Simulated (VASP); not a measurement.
# AsRhBr (P-62m) in VASP: single point with r2SCAN

Aim: the single point of AsRhBr with r2SCAN.

Everything below comes from runs of VASP 6.6.1. Logs are shortened: lines on timing, memory, paths and dates and some standing lists are left out, and cuts for length are marked.

## (1) The cell of the first run

It takes space group P-62m (No. 189, hexagonal). Conventional cell: a = 6.468 Å, b = 6.468 Å, c = 4.059 Å, α = 90.00°, β = 90.00°, γ = 120.00°. Within 3.3 Å of Rh (site symmetry m2m) lie 4 As at 2.51 to 2.56 Å and 2 Br at 2.60 Å and 2 Rh at 2.70 Å. Within 3.5 Å of Br (site symmetry m2m) lie 6 Rh at 2.60 to 3.50 Å and 6 As at 2.76 to 3.29 Å and 4 Br at 3.24 Å. Within 3.4 Å of As (site symmetry -62m) lie 6 Rh at 2.56 Å and 6 Br at 3.18 to 3.29 Å. As (site symmetry -6) has 3 Rh at 2.51 Å and 6 Br at 2.76 Å within 3.3 Å.

## (2) Single point, r2SCAN

The input, POSCAR:

```
AsRhBr
1.0
    6.4678666441     -0.0000002645      0.0000000000
   -3.2339330930      5.6013369543      0.0000000000
    0.0000000000      0.0000000000      4.0590568211
Rh Br As
3 3 3
Direct
    0.2411277257      0.0000000000      0.0000000000
    0.7588722743      0.7588722743      0.0000000000
    0.0000000000      0.2411277257      0.0000000000
    0.4919450598      0.0000000000      0.5000000000
    0.5080549402      0.5080549402      0.5000000000
    0.0000000000      0.4919450598      0.5000000000
    0.0000000000      0.0000000000      0.5000000000
    0.3333333333      0.6666666667      0.0000000000
    0.6666666667      0.3333333333      0.0000000000
```

The input, INCAR.step1:

```
PREC = Accurate
ENCUT = 520
ISMEAR = -1
SIGMA = 0.1
LREAL = False
LASPH = True
NELM = 80
NBANDS = 50
GGA = PE
ALGO = Normal
EDIFF = 1E-4
LWAVE = True
LCHARG = False
```

The input, INCAR.step2:

```
PREC = Accurate
ENCUT = 520
EDIFF = 1E-7
ISMEAR = -1
SIGMA = 0.1
LREAL = False
LASPH = True
NELM = 80
ALGO = Normal
ISIF = 2
LWAVE = False
LCHARG = False
METAGGA = R2SCAN
LMIXTAU = True
NBANDS = 50
ISTART = 1
```

The input, KPOINTS:

```
Automatic mesh
0
Gamma
  6 6 8
```

Potentials or basis: VASP PAW PBE potentials, release 64 (Rh_pv, Br, As).

On the command line:

```sh
cat potpaw_PBE.64/Rh_pv/POTCAR potpaw_PBE.64/Br/POTCAR potpaw_PBE.64/As/POTCAR > POTCAR
cp INCAR.step1 INCAR
mpirun -np 1 vasp_std > vasp.out
cp INCAR.step2 INCAR
mpirun -np 1 vasp_std > vasp.out
```

OUTCAR:

```text
PREC = Accurate
   ENCUT = 520
   EDIFF = 1E-7
   ISMEAR = -1
   LREAL = False
   LASPH = True
   NELM = 80
   ISIF = 2
   METAGGA = R2SCAN
   ISTART = 1

 ion  position               nearest neighbor table
   1  0.241  0.000  0.000-   8 2.51   9 2.51   7 2.56   7 2.56   4 2.60   4 2.60   2 2.70   3 2.70

   2  0.759  0.759  0.000-   9 2.51   8 2.51   7 2.56   7 2.56   5 2.60   5 2.60   3 2.70   1 2.70

   3  0.000  0.241  0.000-   9 2.51   8 2.51   7 2.56   7 2.56   6 2.60   6 2.60   2 2.70   1 2.70

   4  0.492  0.000  0.500-   1 2.60   1 2.60   8 2.76   8 2.76   9 2.76   9 2.76
   5  0.508  0.508  0.500-   2 2.60   2 2.60   9 2.76   9 2.76   8 2.76   8 2.76
   6  0.000  0.492  0.500-   3 2.60   3 2.60   9 2.76   9 2.76   8 2.76   8 2.76
   7  0.000  0.000  0.500-   2 2.56   2 2.56   3 2.56   3 2.56   1 2.56   1 2.56
   8  0.333  0.667  0.000-   1 2.51   3 2.51   2 2.51   4 2.76   4 2.76   6 2.76   6 2.76   5 2.76
                             5 2.76
   9  0.667  0.333  0.000-   3 2.51   1 2.51   2 2.51   6 2.76   6 2.76   4 2.76   4 2.76   5 2.76
                             5 2.76

  LATTYP: Found a hexagonal cell.
 ALAT       =     6.4678666441
 C/A-ratio  =     0.6275727445

  Lattice vectors:

 A1 = (   6.4678666441,  -0.0000002645,   0.0000000000)
 A2 = (  -3.2339330930,   5.6013369543,   0.0000000000)
 A3 = (   0.0000000000,   0.0000000000,   4.0590568211)

Analysis of symmetry for initial positions (statically):
=====================================================================
 Subroutine PRICEL returns:
 Original cell was already a primitive cell.

 Routine SETGRP: Setting up the symmetry group for a
 hexagonal supercell.

 Subroutine GETGRP returns: Found 12 space group operations
 (whereof 12 operations were pure point group operations)
 out of a pool of 24 trial point group operations.

The static configuration has the point symmetry D_3h.

Analysis of symmetry for dynamics (positions and initial velocities):
=====================================================================
 Subroutine PRICEL returns:
 Original cell was already a primitive cell.

 Routine SETGRP: Setting up the symmetry group for a
 hexagonal supercell.

 Subroutine GETGRP returns: Found 12 space group operations
 (whereof 12 operations were pure point group operations)
 out of a pool of 24 trial point group operations.

The dynamic configuration has the point symmetry D_3h.

 Subroutine INISYM returns: Found 12 space group operations
 (whereof 12 operations are pure point group operations),
 and found     1 'primitive' translations

----------------------------------------------------------------------------------------

                                     Primitive cell

  volume of cell :     147.0544

  direct lattice vectors                    reciprocal lattice vectors
     6.467866644 -0.000000265  0.000000000     0.154610489  0.089264399  0.000000000
    -3.233933093  5.601336954  0.000000000     0.000000007  0.178528810  0.000000000
     0.000000000  0.000000000  4.059056821     0.000000000  0.000000000  0.246362651

  length of vectors
     6.467866644  6.467866644  4.059056821     0.178528810  0.178528810  0.246362651

  position of ions in fractional coordinates (direct lattice)
     0.241127726  0.000000000  0.000000000
     0.758872274  0.758872274  0.000000000
     0.000000000  0.241127726  0.000000000
     0.491945060  0.000000000  0.500000000
     0.508054940  0.508054940  0.500000000
     0.000000000  0.491945060  0.500000000
     0.000000000  0.000000000  0.500000000
     0.333333333  0.666666667  0.000000000
     0.666666667  0.333333333  0.000000000

  ion indices of the primitive-cell ions
   primitive index   ion index
                 1           1
                 2           2
                 3           3
                 4           4
                 5           5
                 6           6
                 7           7
                 8           8
                 9           9

----------------------------------------------------------------------------------------

 KPOINTS: Automatic mesh

Automatic generation of k-mesh.
 Grid dimensions read from file:
 generate k-points for:    6    6    8

 Generating k-lattice:

  Cartesian coordinates                     Fractional coordinates (reciprocal lattice)
     0.025768415  0.014877400  0.000000000     0.166666667  0.000000000  0.000000000
     0.000000001  0.029754802  0.000000000     0.000000000  0.166666667  0.000000000
     0.000000000  0.000000000  0.030795331     0.000000000  0.000000000  0.125000000

  Length of vectors
     0.029754802  0.029754802  0.030795331

  Shift w.r.t. Gamma in fractional coordinates (k-lattice)
     0.000000000  0.000000000  0.000000000

 Subroutine IBZKPT returns following result:
 ===========================================

 Found     35 irreducible k-points:

 Following reciprocal coordinates:
            Coordinates               Weight
  0.000000  0.000000  0.000000      1.000000
  0.166667  0.000000  0.000000      6.000000
  0.333333  0.000000  0.000000      6.000000
  0.500000  0.000000  0.000000      3.000000
  0.166667  0.166667  0.000000      6.000000
  0.333333  0.166667  0.000000     12.000000
[... 16 lines left out ...]
  0.166667  0.000000  0.375000     12.000000
  0.333333  0.000000  0.375000     12.000000
 [... further k-points ...]
   k-points           NKPTS =     35   k-points in BZ     NKDIM =     35   number of bands    NBANDS=     50
   number of dos      NEDOS =    301   number of ions     NIONS =      9
   total plane-waves  NPLWV =  69120
   dimension x,y,z NGX =    48 NGY =   48 NGZ =   30
   dimension x,y,z NGXF=    96 NGYF=   96 NGZF=   60
   ions per type =               3   3   3
   NGX,Y,Z   is equivalent  to a cutoff of  12.34, 12.34, 12.29 a.u.
   NGXF,Y,Z  is equivalent  to a cutoff of  24.68, 24.68, 24.57 a.u.
 SYSTEM =  unknown system
   PREC   = accura    normal or accurate (medium, high low for compatibility)
   ISTART =      1    job   : 0-new  1-cont  2-samecut
   ICHARG =      0    charge: 1-file 2-atom 10-const
   ISPIN  =      1    spin polarized calculation?
   LNONCOLLINEAR =      F non collinear calculations
   LSORBIT =      F    spin-orbit coupling
   LASPH  =      T    aspherical Exc in radial PAW
   ENCUT  =  520.0 eV  38.22 Ry    6.18 a.u.  12.03 12.03  7.55*2*pi/ulx,y,z
   NELM   =     80;   NELMIN=  2; NELMDL=  0     # of ELM steps
   EDIFF  = 0.1E-06   stopping-criterion for ELM
   LREAL  =      F    real-space projection
   EDIFFG = 0.1E-05   stopping-criterion for IOM
   NSW    =      0    number of steps for IOM
   IBRION =     -1    ionic relax: 0-MD 1-quasi-New 2-CG
   NFREE  =      0    steps in history (QN), initial steepest desc. (CG)
   ISIF   =      2    stress and relaxation
   ISYM   =      2    0-nonsym 1-usesym 2-fastsym
   POTIM  = 0.5000    time-step for ionic-motion
   TEBEG  =    0.0;   TEEND  =   0.0 temperature during run
   PSTRESS=    0.0 pullay stress
   NELECT =      81.0000    total number of electrons
   NUPDOWN=      -1.0000    fix difference up-down
   EMIN   =  10.00;   EMAX   =-10.00  energy-range for DOS
   EFERMI =   0.00;   METHOD = LEGACY
   ISMEAR =    -1;   SIGMA  =   0.10  broadening in eV -4-tet -1-fermi 0-gaus
   EFERMI_NEDOS =   21; number of points for ismear=-14 and -15
   IALGO  =     38    algorithm
   IMIX   =      4    mixing-type and parameters
     AMIX     =   0.40;   BMIX     =  1.00
     AMIX_MAG =   1.60;   BMIX_MAG =  1.00
  volume/ion in A,a.u.               =      16.34       110.26
  Fermi-wavevector in a.u.,A,eV,Ry     =   1.341973  2.535962 24.502628  1.800892
  Thomas-Fermi vector in A             =   2.470164
   LORBIT       =      0    0 simple, 1 ext, 2 COOP (PROOUT), +10 PAW based schemes
   METAGGA = R2SCAN    functional components
   LHFCALC =     F    Hartree Fock is set to
   AEXX    =    0.0000 exact exchange contribution
   IVDW    =     0    specifies the selected vdW correction
   LEPSILON=     F    determine dielectric tensor
   LRPA    =     F    only Hartree local field effects (RPA)
 non-spin polarized calculation
  energy-cutoff  :      520.00
  volume of cell :      147.05
 maximum number of plane-waves:      3978
   NGX = 25   NGY = 25   NGZ = 15

 number of electron      81.0000005 magnetization

 Free energy of the ion-electron system (eV)
  ---------------------------------------------------
  ext. energy  EPLUGINS =         0.00000000
  ---------------------------------------------------
  free energy    TOTEN  =      -152.81350841 eV

  energy without entropy =     -152.64796489  energy(sigma->0) =     -152.73073665

 E-fermi :   8.8214     XC(G=0): -12.5651

 val. band max:        8.8082188358   @ k =   0.0000   0.0000   0.5000
 cond. band min:       8.8362160161   @ k =   0.3333   0.0000   0.3750
 fundamental gap:      0.0279971803
 Fermi energy:         8.8214142730

 k-point     1 :       0.0000    0.0000    0.0000
  band No.  band energies     occupation
      1     -39.2697      2.00000
      2     -39.0709      2.00000
      3     -39.0709      2.00000
      4     -39.0066      2.00000
      5     -38.9710      2.00000
      6     -38.9710      2.00000
[... 42 lines left out ...]
     49      12.8742      0.00000
     50      13.7872      0.00000

 k-point     2 :       0.1667    0.0000    0.0000
  band No.  band energies     occupation
      1     -39.2694      2.00000
      2     -39.0710      2.00000
      3     -39.0707      2.00000
      4     -39.0066      2.00000
      5     -38.9711      2.00000
      6     -38.9710      2.00000
[... 42 lines left out ...]
     49      12.5295      0.00000
     50      13.8772      0.00000

 k-point     3 :       0.3333    0.0000    0.0000
  band No.  band energies     occupation
      1     -39.2689      2.00000
      2     -39.0711      2.00000
      3     -39.0702      2.00000
      4     -39.0064      2.00000
      5     -38.9711      2.00000
      6     -38.9711      2.00000
[... 1102 lines left out ...]
     49      14.2485      0.00000
     50      14.5177      0.00000

 k-point    24 :       0.3333    0.0000    0.3750
  band No.  band energies     occupation
      1     -39.2683      2.00000
      2     -39.0703      2.00000
      3     -39.0694      2.00000
      4     -39.0115      2.00000
      5     -38.9758      2.00000
      6     -38.9757      2.00000
[... 42 lines left out ...]
     49      14.2684      0.00000
     50      14.5977      0.00000

 [... further k-points ...]

------------------------ aborting loop because EDIFF is reached ----------------------------------------

  FORCE on cell =-STRESS in cart. coord.  units (eV):
  Direction    XX          YY          ZZ          XY          YZ          ZX
  --------------------------------------------------------------------------------------
  -------------------------------------------------------------------------------------
  Total       18.5374034     18.5374034     18.6536534     -0.0000000      0.0000000      0.0000000
  in kB      201.9675546    201.9675546    203.2341141     -0.0000000      0.0000000      0.0000000
  external PRESSURE =     202.3897411 kB  Pullay stress =       0.0000000 kB

 VOLUME and BASIS-vectors are now :
 -----------------------------------------------------------------------------
  energy-cutoff  :      520.00
  volume of cell :      147.05
      direct lattice vectors                 reciprocal lattice vectors
     6.467866644 -0.000000265  0.000000000     0.154610489  0.089264399  0.000000000
    -3.233933093  5.601336954  0.000000000     0.000000007  0.178528810  0.000000000
     0.000000000  0.000000000  4.059056821     0.000000000  0.000000000  0.246362651

 POSITION                                       TOTAL-FORCE (eV/Angst)
 -----------------------------------------------------------------------------------
      1.55958     -0.00000      0.00000         0.004645     -0.000000      0.000000
      2.45414      4.25070      0.00000        -0.002322     -0.004022     -0.000000
     -0.77979      1.35064      0.00000        -0.002322      0.004022      0.000000
      3.18184     -0.00000      2.02953         0.020283     -0.000000     -0.000000
      1.64302      2.84579      2.02953        -0.010142     -0.017566     -0.000000
     -1.59092      2.75555      2.02953        -0.010142      0.017566      0.000000
      0.00000      0.00000      2.02953        -0.000000      0.000000      0.000000
      0.00000      3.73422      0.00000        -0.000000      0.000000      0.000000
      3.23393      1.86711      0.00000         0.000000      0.000000      0.000000
 -----------------------------------------------------------------------------------
    total drift:                               -0.000002     -0.000004      0.000001

  FREE ENERGIE OF THE ION-ELECTRON SYSTEM (eV)
  ---------------------------------------------------
  free  energy   TOTEN  =      -152.8135084059 eV

  energy  without entropy=     -152.6479648921  energy(sigma->0) =     -152.73073665
```

Wall time 20 min (1 thread of Intel Xeon 8259CL, shared host); peak memory 0.39 GiB.

What came out:

| Property | Result |
| --- | --- |
| Free energy | -152.8135 eV |
| Pressure | 20.2 GPa |
| Largest force | 0.020 eV/Å |
| Band gap on the k mesh | zero (an odd number of electrons rules out a gap without spin polarisation) |

Forces on the atoms (eV/Å):
```
Rh   0.005  0.000  0.000
Rh  -0.002 -0.004  0.000
Rh  -0.002  0.004  0.000
Br   0.020  0.000  0.000
Br  -0.010 -0.018  0.000
Br  -0.010  0.018  0.000
As   0.000  0.000  0.000
As   0.000  0.000  0.000
As   0.000  0.000  0.000
```

Levels at points of the mesh, in eV from the Fermi level:
| k point | band 36 | band 37 | band 38 | band 39 | band 40 | band 41 | band 42 | band 43 | band 44 | band 45 |
| --- | --- | --- | --- | --- | --- | --- | --- | --- | --- | --- |
| (0.00, 0.00, 0.00) | -1.13 | -0.92 | -0.92 | -0.81 | -0.81 | -0.23 | 0.12 | 0.12 | 0.12 | 2.46 |
| (0.50, 0.00, 0.00) | -1.97 | -1.55 | -1.29 | -0.83 | -0.55 | 0.29 | 0.93 | 0.95 | 1.58 | 1.80 |
| (0.00, 0.00, 0.50) | -1.79 | -1.44 | -1.31 | -1.12 | -0.66 | -0.66 | -0.37 | -0.01 | 2.32 | 2.32 |
| (0.50, 0.00, 0.50) | -1.68 | -1.66 | -1.62 | -0.68 | -0.46 | -0.30 | 0.93 | 1.12 | 1.54 | 1.79 |

Caveat: the cell stands under pressure; the PAW data sets were made with another functional, which shifts forces and pressure a little; an odd number of electrons without spin polarisation forces a metal; a magnetic or distorted state may lie lower.

The gap in the log of VASP goes by the Fermi energy; the results here count the filled bands.